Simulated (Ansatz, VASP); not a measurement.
**SnSe2: VASP beside Ansatz**

```
CELL_PARAMETERS angstrom
1.89501 1.09409 6.02691
-1.89501 1.09409 6.02691
0.00000 -2.18817 6.02691
ATOMIC_POSITIONS crystal
Sn 0.99977 0.99977 0.99977
Se 0.42787 0.42787 0.42787
Se 0.23902 0.23902 0.23902
```

Alike in both runs: task single point; functional PBEsol; k mesh 6 × 6 × 6; occupations fermi-dirac, width 0.02 eV; no spin polarisation.

|  | VASP | Ansatz |
| --- | --- | --- |
| version | VASP 6.6.1 | Ansatz 0.2.0 |
| potentials or method | VASP PAW PBE potentials, release 64 (Sn_d, Se) | plane waves |
| plane-wave cutoff (eV) | 520 | 420 |
| valence electrons in the cell | 26 | 46 |

|  | VASP | Ansatz | Ansatz less VASP |
| --- | --- | --- | --- |
| pressure (GPa) | -0.3 | -0.4 | -0.08 |
| traceless stress, the component that is largest in VASP (GPa) | -1.24 | -1.25 | -0.011 |
| rms of the force components (eV/Å) | 0.113 | 0.104 | -0.0088 |

VASP's potentials were made for PBE, not for PBEsol. Atom by atom the forces differ by 0.009 eV/Å (rms over components). VASP's potentials hold 26 valence electrons a cell and Ansatz's 46, so a difference there can come from the potentials and not from the codes.
